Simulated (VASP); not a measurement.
# Zn (P6_3/mmc) in VASP: notebook

The runs below take Zn through single point, with PBE.

Everything below comes from runs of VASP 6.6.1. Logs are shortened: lines on timing, memory, paths and dates and some standing lists are left out, and cuts for length are marked.

**1. The cell of the first run**

Symmetry: P6_3/mmc, No. 194, hexagonal system. The conventional cell has a = 2.670 Å, b = 2.670 Å, c = 4.966 Å, α = 90.00°, β = 90.00°, γ = 120.00°. Zn (site symmetry -6m2) has 12 Zn at 2.67 to 2.92 Å within 3.5 Å.

**2. Single point, PBE**

Contents of INCAR:

```
SYSTEM = Zn
PREC = Accurate
ENCUT = 520
EDIFF = 1E-6
ISMEAR = 1
SIGMA = 0.1
LREAL = .FALSE.
LASPH = .TRUE.
NELM = 80
ALGO = Normal
ISIF = 2
LWAVE = .FALSE.
LCHARG = .TRUE.
GGA = PE
LELF = .TRUE.
LVHAR = .TRUE.
NBANDS = 19
```

Contents of KPOINTS:

```
regular mesh
0
G
  13 13 6
  0 0 0
```

Contents of POSCAR:

```
Zn
1.0
    2.6700000000      0.0000000000      0.0000000000
   -1.3350000000      2.3122878281      0.0000000000
    0.0000000000      0.0000000000      4.9660000000
Zn
2
Direct
    0.6666666667      0.3333333333      0.7500000000
    0.3333333333      0.6666666667      0.2500000000
```

Potentials or basis: VASP PAW PBE potentials, release 64 (Zn).

Command:

```bash
cat potpaw_PBE.64/Zn/POTCAR > POTCAR
mpirun -np 1 vasp_std > vasp.out
```

OUTCAR:

```text
SYSTEM = Zn
   PREC = Accurate
   ENCUT = 520
   EDIFF = 1E-6
   ISMEAR = 1
   LREAL = .FALSE.
   LASPH = .TRUE.
   NELM = 80
   ISIF = 2
   GGA = PE

 ion  position               nearest neighbor table
   1  0.667  0.333  0.750-   2 2.92   2 2.92   2 2.92   2 2.92   2 2.92   2 2.92
   2  0.333  0.667  0.250-   1 2.92   1 2.92   1 2.92   1 2.92   1 2.92   1 2.92

  LATTYP: Found a hexagonal cell.
 ALAT       =     2.6700000000
 C/A-ratio  =     1.8599250936

  Lattice vectors:

 A1 = (   2.6700000000,   0.0000000000,   0.0000000000)
 A2 = (  -1.3350000000,   2.3122878281,   0.0000000000)
 A3 = (   0.0000000000,   0.0000000000,   4.9660000000)

Analysis of symmetry for initial positions (statically):
=====================================================================
 Subroutine PRICEL returns:
 Original cell was already a primitive cell.

 Routine SETGRP: Setting up the symmetry group for a
 hexagonal supercell.

 Subroutine GETGRP returns: Found 24 space group operations
 (whereof 12 operations were pure point group operations)
 out of a pool of 24 trial point group operations.

The static configuration has the point symmetry D_3d.
 The point group associated with its full space group is D_6h.

Analysis of symmetry for dynamics (positions and initial velocities):
=====================================================================
 Subroutine PRICEL returns:
 Original cell was already a primitive cell.

 Routine SETGRP: Setting up the symmetry group for a
 hexagonal supercell.

 Subroutine GETGRP returns: Found 24 space group operations
 (whereof 12 operations were pure point group operations)
 out of a pool of 24 trial point group operations.

The dynamic configuration has the point symmetry D_3d.
 The point group associated with its full space group is D_6h.

 Subroutine INISYM returns: Found 24 space group operations
 (whereof 12 operations are pure point group operations),
 and found     1 'primitive' translations

----------------------------------------------------------------------------------------

                                     Primitive cell

  volume of cell :      30.6591

  direct lattice vectors                    reciprocal lattice vectors
     2.670000000  0.000000000  0.000000000     0.374531835  0.216236056  0.000000000
    -1.335000000  2.312287828  0.000000000     0.000000000  0.432472112  0.000000000
     0.000000000  0.000000000  4.966000000     0.000000000  0.000000000  0.201369311

  length of vectors
     2.670000000  2.670000000  4.966000000     0.432472112  0.432472112  0.201369311

  position of ions in fractional coordinates (direct lattice)
     0.666666667  0.333333333  0.750000000
     0.333333333  0.666666667  0.250000000

  ion indices of the primitive-cell ions
   primitive index   ion index
                 1           1
                 2           2

----------------------------------------------------------------------------------------

 KPOINTS: regular mesh

Automatic generation of k-mesh.
 Grid dimensions read from file:
 generate k-points for:   13   13    6

 Generating k-lattice:

  Cartesian coordinates                     Fractional coordinates (reciprocal lattice)
     0.028810141  0.016633543  0.000000000     0.076923077  0.000000000  0.000000000
     0.000000000  0.033267086  0.000000000     0.000000000  0.076923077  0.000000000
     0.000000000  0.000000000  0.033561552     0.000000000  0.000000000  0.166666667

  Length of vectors
     0.033267086  0.033267086  0.033561552

  Shift w.r.t. Gamma in fractional coordinates (k-lattice)
     0.000000000  0.000000000  0.000000000

 Subroutine IBZKPT returns following result:
 ===========================================

 Found     84 irreducible k-points:

 Following reciprocal coordinates:
            Coordinates               Weight
  0.000000  0.000000  0.000000      1.000000
  0.076923 -0.000000  0.000000      6.000000
  0.153846  0.000000  0.000000      6.000000
  0.230769 -0.000000  0.000000      6.000000
  0.307692  0.000000  0.000000      6.000000
  0.384615 -0.000000  0.000000      6.000000
[... 16 lines left out ...]
  0.076923 -0.000000  0.166667     12.000000
  0.153846  0.000000  0.166667     12.000000
 [... further k-points ...]
   k-points           NKPTS =     84   k-points in BZ     NKDIM =     84   number of bands    NBANDS=     19
   number of dos      NEDOS =    301   number of ions     NIONS =      2
   total plane-waves  NPLWV =  16000
   dimension x,y,z NGX =    20 NGY =   20 NGZ =   40
   dimension x,y,z NGXF=    40 NGYF=   40 NGZF=   80
   ions per type =               2
   NGX,Y,Z   is equivalent  to a cutoff of  12.45, 12.45, 13.39 a.u.
   NGXF,Y,Z  is equivalent  to a cutoff of  24.91, 24.91, 26.78 a.u.
 SYSTEM =  Zn
   PREC   = accura    normal or accurate (medium, high low for compatibility)
   ISTART =      0    job   : 0-new  1-cont  2-samecut
   ICHARG =      2    charge: 1-file 2-atom 10-const
   ISPIN  =      1    spin polarized calculation?
   LNONCOLLINEAR =      F non collinear calculations
   LSORBIT =      F    spin-orbit coupling
   LASPH  =      T    aspherical Exc in radial PAW
   ENCUT  =  520.0 eV  38.22 Ry    6.18 a.u.   4.96  4.96  9.23*2*pi/ulx,y,z
   NELM   =     80;   NELMIN=  2; NELMDL= -5     # of ELM steps
   EDIFF  = 0.1E-05   stopping-criterion for ELM
   LREAL  =      F    real-space projection
   EDIFFG = 0.1E-04   stopping-criterion for IOM
   NSW    =      0    number of steps for IOM
   IBRION =     -1    ionic relax: 0-MD 1-quasi-New 2-CG
   NFREE  =      0    steps in history (QN), initial steepest desc. (CG)
   ISIF   =      2    stress and relaxation
   ISYM   =      2    0-nonsym 1-usesym 2-fastsym
   POTIM  = 0.5000    time-step for ionic-motion
   TEBEG  =    0.0;   TEEND  =   0.0 temperature during run
   PSTRESS=    0.0 pullay stress
   NELECT =      24.0000    total number of electrons
   NUPDOWN=      -1.0000    fix difference up-down
   EMIN   =  10.00;   EMAX   =-10.00  energy-range for DOS
   EFERMI =   0.00;   METHOD = LEGACY
   ISMEAR =     1;   SIGMA  =   0.10  broadening in eV -4-tet -1-fermi 0-gaus
   EFERMI_NEDOS =   21; number of points for ismear=-14 and -15
   IALGO  =     38    algorithm
   IMIX   =      4    mixing-type and parameters
     AMIX     =   0.40;   BMIX     =  1.00
     AMIX_MAG =   1.60;   BMIX_MAG =  1.00
  volume/ion in A,a.u.               =      15.33       103.45
  Fermi-wavevector in a.u.,A,eV,Ry     =   1.508778  2.851177 30.972445  2.276410
  Thomas-Fermi vector in A             =   2.619187
   LORBIT       =      0    0 simple, 1 ext, 2 COOP (PROOUT), +10 PAW based schemes
   GGA     = PE    functional components
   LHFCALC =     F    Hartree Fock is set to
   AEXX    =    0.0000 exact exchange contribution
   IVDW    =     0    specifies the selected vdW correction
   LEPSILON=     F    determine dielectric tensor
   LRPA    =     F    only Hartree local field effects (RPA)
 non-spin polarized calculation
 Methfessel and Paxton  Order N= 1 SIGMA  =   0.10
  energy-cutoff  :      520.00
  volume of cell :       30.66
 maximum number of plane-waves:       851
 NGX is ok and might be reduce to    20
   NGX =  9   NGY =  9   NGZ = 19

 number of electron      24.0000011 magnetization

 Free energy of the ion-electron system (eV)
  ---------------------------------------------------
  ext. energy  EPLUGINS =         0.00000000
  ---------------------------------------------------
  free energy    TOTEN  =        -2.22961696 eV

  energy without entropy =       -2.22971734  energy(sigma->0) =       -2.22965042

 E-fermi :   3.0236     XC(G=0): -11.5107

 val. band max:        3.0115538013   @ k =   0.3846  -0.0000   0.0000
 cond. band min:       3.1060597059   @ k =   0.3077   0.3077   0.5000
 fundamental gap:      0.0945059045
 Fermi energy:         3.0235942525

 k-point     1 :       0.0000    0.0000    0.0000
  band No.  band energies     occupation
      1      -7.2833      2.00000
      2      -5.5214      2.00000
      3      -4.8398      2.00000
      4      -4.6093      2.00000
      5      -4.6093      2.00000
      6      -4.5607      2.00000
[... 11 lines left out ...]
     18      22.0595      0.00000
     19      22.0621      0.00000

 k-point     2 :       0.0769   -0.0000    0.0000
  band No.  band energies     occupation
      1      -7.1087      2.00000
      2      -5.4470      2.00000
      3      -4.8226      2.00000
      4      -4.6257      2.00000
      5      -4.5785      2.00000
      6      -4.5688      2.00000
[... 11 lines left out ...]
     18      20.9795      0.00000
     19      23.1024      0.00000

 k-point     3 :       0.1538    0.0000    0.0000
  band No.  band energies     occupation
      1      -6.5998      2.00000
      2      -5.2659      2.00000
      3      -4.7939      2.00000
      4      -4.6591      2.00000
      5      -4.5839      2.00000
      6      -4.4547      2.00000
[... 11 lines left out ...]
     18      19.5323      0.00000
     19      20.7830      0.00000

 k-point     4 :       0.2308   -0.0000    0.0000
  band No.  band energies     occupation
      1      -5.8507      2.00000
      2      -5.1338      2.00000
      3      -4.7404      2.00000
      4      -4.6699      2.00000
      5      -4.6682      2.00000
      6      -4.4298      2.00000
[... 11 lines left out ...]
     18      18.5975      0.00000
     19      18.9223      0.00000

 k-point     5 :       0.3077    0.0000    0.0000
  band No.  band energies     occupation
      1      -5.3266      2.00000
      2      -5.1614      2.00000
      3      -4.8742      2.00000
      4      -4.6355      2.00000
      5      -4.4876      2.00000
      6      -4.4613      2.00000
[... 11 lines left out ...]
     18      17.9503      0.00000
     19      19.8348      0.00000
[... 334 lines left out ...]
      2      -4.8228      2.00000
      3      -4.7893      2.00000
      4      -4.6367      2.00000
      5      -4.6268      2.00000
      6      -4.5952      2.00000
[... 11 lines left out ...]
     18      10.0768      0.00000
     19      12.1040      0.00000

 k-point    22 :       0.0000    0.0000    0.1667
  band No.  band energies     occupation
      1      -7.1178      2.00000
      2      -5.5388      2.00000
      3      -4.8351      2.00000
      4      -4.6112      2.00000
      5      -4.6112      2.00000
      6      -4.5679      2.00000
[... 11 lines left out ...]
     18      22.1086      0.00000
     19      22.1087      0.00000

 k-point    23 :       0.0769   -0.0000    0.1667
  band No.  band energies     occupation
      1      -6.9445      2.00000
      2      -5.4583      2.00000
      3      -4.8197      2.00000
      4      -4.6307      2.00000
      5      -4.5877      2.00000
      6      -4.5713      2.00000
[... 11 lines left out ...]
     18      21.6576      0.00000
     19      22.7713      0.00000

 k-point    24 :       0.1538    0.0000    0.1667
  band No.  band energies     occupation
      1      -6.4428      2.00000
      2      -5.2630      2.00000
      3      -4.7907      2.00000
      4      -4.6743      2.00000
      5      -4.6108      2.00000
      6      -4.4607      2.00000
[... 11 lines left out ...]
     18      19.7089      0.00000
     19      21.5788      0.00000

 [... further k-points ...]
[... 5 lines left out ...]
  --------------------------------------------------------------------------------------
  -------------------------------------------------------------------------------------
  Total       -0.1735466     -0.1735466     -0.0487528     -0.0000000     -0.0000000      0.0000000
  in kB       -9.0691575     -9.0691575     -2.5477131     -0.0000000     -0.0000000      0.0000000
  external PRESSURE =      -6.8953427 kB  Pullay stress =       0.0000000 kB

 VOLUME and BASIS-vectors are now :
 -----------------------------------------------------------------------------
  energy-cutoff  :      520.00
  volume of cell :       30.66
      direct lattice vectors                 reciprocal lattice vectors
     2.670000000  0.000000000  0.000000000     0.374531835  0.216236056  0.000000000
    -1.335000000  2.312287828  0.000000000     0.000000000  0.432472112  0.000000000
     0.000000000  0.000000000  4.966000000     0.000000000  0.000000000  0.201369311

 POSITION                                       TOTAL-FORCE (eV/Angst)
 -----------------------------------------------------------------------------------
      1.33500      0.77076      3.72450        -0.000000      0.000000      0.000000
     -0.00000      1.54153      1.24150         0.000000     -0.000000      0.000000
 -----------------------------------------------------------------------------------
    total drift:                               -0.000000      0.000000      0.000000

  FREE ENERGIE OF THE ION-ELECTRON SYSTEM (eV)
  ---------------------------------------------------
  free  energy   TOTEN  =        -2.2296169635 eV

  energy  without entropy=       -2.2297173357  energy(sigma->0) =       -2.22965042
```

It took 14 s on 1 thread of Intel Xeon 6975P-C (Granite Rapids), shared host; peak memory 0.17 GiB.

What came out:

```yaml
Free_energy: -2.2296 eV
Pressure: -0.7 GPa
Band_gap_on_the_k_mesh: zero (band 12 reaches 4.13 eV, above the bottom of band 13 at -0.01 eV)
```

**3. Single point, PBE**

Contents of INCAR:

```
SYSTEM = Zn
PREC     = Accurate       ! precision mode
ENCUT    = 520            ! plane-wave cutoff, eV
EDIFF    = 1E-6           ! SCF threshold, eV
ISMEAR   = 1              ! smearing method
SIGMA    = 0.1            ! smearing width, eV
LREAL    = .FALSE.        ! projectors in reciprocal space
LASPH    = .TRUE.         ! aspherical terms in the spheres
NELM     = 60             ! most SCF steps
ALGO     = Normal         ! electronic algorithm
ISIF     = 2              ! what is computed and relaxed
LWAVE    = .FALSE.        ! write WAVECAR
LCHARG   = .FALSE.        ! write CHGCAR
GGA      = PE             ! functional
NBANDS   = 19             ! bands
```

Contents of KPOINTS:

```
Automatic mesh
0
G
  16 16 8
  0 0 0
```

POSCAR is that of step 2.

Potentials or basis: VASP PAW PBE potentials, release 64 (Zn).

Command:

```bash
cat potpaw_PBE.64/Zn/POTCAR > POTCAR
mpirun -np 1 vasp_std > vasp.out
```

It took 25 s on 1 thread of Intel Xeon 6975P-C (Granite Rapids), shared host; peak memory 0.19 GiB.

It converged, with:

| Property | Result |
| --- | --- |
| Free energy | -2.2253 eV |
| Pressure | -0.7 GPa |
| Band gap on the k mesh | zero (band 12 reaches 4.30 eV, above the bottom of band 13 at -0.01 eV) |

Stress tensor (GPa, compression positive):
```
-0.46  0.00  0.00
 0.00 -0.46  0.00
 0.00  0.00 -1.10
```

Levels at points of the mesh, in eV from the Fermi level:
```csv
k point,band 10,band 11,band 12,band 13,band 14,band 15
"(0.00, 0.00, 0.00)",-7.16,-7.16,-3.67,-3.14,13.41,17.05
"(0.50, 0.00, 0.00)",-6.96,-2.88,-2.22,2.52,3.46,3.96
"(0.00, 0.00, 0.50)",-7.24,-7.24,-7.24,4.46,4.46,18.56
"(0.50, 0.00, 0.50)",-6.97,-1.91,-1.91,0.03,0.03,9.99
```

**4. Single point, PBE**

Contents of INCAR:

```
SYSTEM = Zn
ALGO = Fast
EDIFF = 1E-6
ENCUT = 520
GGA = PE
ISIF = 2
ISMEAR = 1
LASPH = .TRUE.
LCHARG = .TRUE.
LELF = .TRUE.
LREAL = .FALSE.
LVHAR = .TRUE.
LWAVE = .FALSE.
NBANDS = 19
NELM = 60
PREC = Accurate
SIGMA = 0.1
```

Contents of KPOINTS:

```
k-points
0
G
  19 19 9
  0 0 0
```

POSCAR is that of step 3.

Command:

```bash
cat potpaw_PBE.64/Zn/POTCAR > POTCAR
mpirun -np 1 vasp_std > vasp.out
```

It took 37 s on 1 thread of Intel Xeon 6975P-C (Granite Rapids), shared host; peak memory 0.2 GiB.

It converged, with:

```yaml
Free_energy: -2.2132 eV
Pressure: -0.3 GPa
Band_gap_on_the_k_mesh: zero (band 12 reaches 4.72 eV, above the bottom of band 13 at -0.01 eV)
```

Stress tensor (GPa, compression positive):
```
-0.58  0.00  0.00
 0.00 -0.58  0.00
 0.00  0.00  0.15
```

Levels at points of the mesh, in eV from the Fermi level:
| k point | band 8 | band 9 | band 10 | band 11 | band 12 | band 13 | band 14 | band 15 | band 16 | band 17 |
| --- | --- | --- | --- | --- | --- | --- | --- | --- | --- | --- |
| (0.00, 0.00, 0.00) | -7.31 | -7.31 | -7.11 | -7.11 | -3.62 | -3.09 | 13.47 | 17.10 | 17.34 | 17.34 |

**5. The runs side by side**

| k mesh | gap on the mesh (eV) | pressure (GPa) |
| --- | --- | --- |
| 13 × 13 × 6 | none | -0.7 |
| 16 × 16 × 8 | none | -0.7 |
| 19 × 19 × 9 | none | -0.3 |

Alike in all rows: task single point; level PBE; potentials or basis VASP PAW PBE potentials, release 64 (Zn); no spin polarisation; cell as given; cutoff (eV) 520; smearing methfessel-paxton 0.1 eV.

Every run on the cell as given and a fine mesh finds a metal.

Total energies depend on the potentials used, so only differences within one code and one set of settings carry meaning.
